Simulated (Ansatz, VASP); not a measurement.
## BiTe: VASP beside Ansatz

```xyz
2
Lattice="0.0000 3.2350 3.2350 3.2350 0.0000 3.2350 3.2350 3.2350 0.0000" Properties=species:S:1:pos:R:3 pbc="T T T"
Bi    0.0000    0.0000    0.0000
Te    3.2350    3.2350    3.2350
```

Alike in both runs: task relaxation of cell and atoms; functional r2SCAN; k mesh 7 × 7 × 7; occupations fermi-dirac, width 0.05 eV; no spin polarisation.

|  | VASP | Ansatz |
| --- | --- | --- |
| version | VASP 6.6.1 | Ansatz 0.2.0 |
| potentials or method | VASP PAW PBE potentials, release 64 (Bi_d, Te) | Ansatz PAW |
| plane-wave cutoff (eV) | 600 | 500 |
| valence electrons in the cell | 21 | 31 |

|  | VASP | Ansatz | Ansatz less VASP |
| --- | --- | --- | --- |
| gap on the k mesh at the Fermi level, each at its own relaxed structure (eV) | none | none | - |
| relaxed volume (Å³/atom) | 33.92 | 33.93 | +0.007 |
| relaxed cell length with the largest relative difference (Å) | 4.578 | 4.578 | +0.0003 |

VASP's potentials were made for PBE, not for r2SCAN. A gap of «none» marks a metal or a gap that the smearing closes. VASP's potentials hold 21 valence electrons a cell and Ansatz's 31, so a difference there can come from the potentials and not from the codes.

Spin-orbit coupling is off throughout. Noted on Ansatz's run: the plane-wave basis is chosen anew once the cell has moved, so the energies of steps on either side of that aren't comparable.
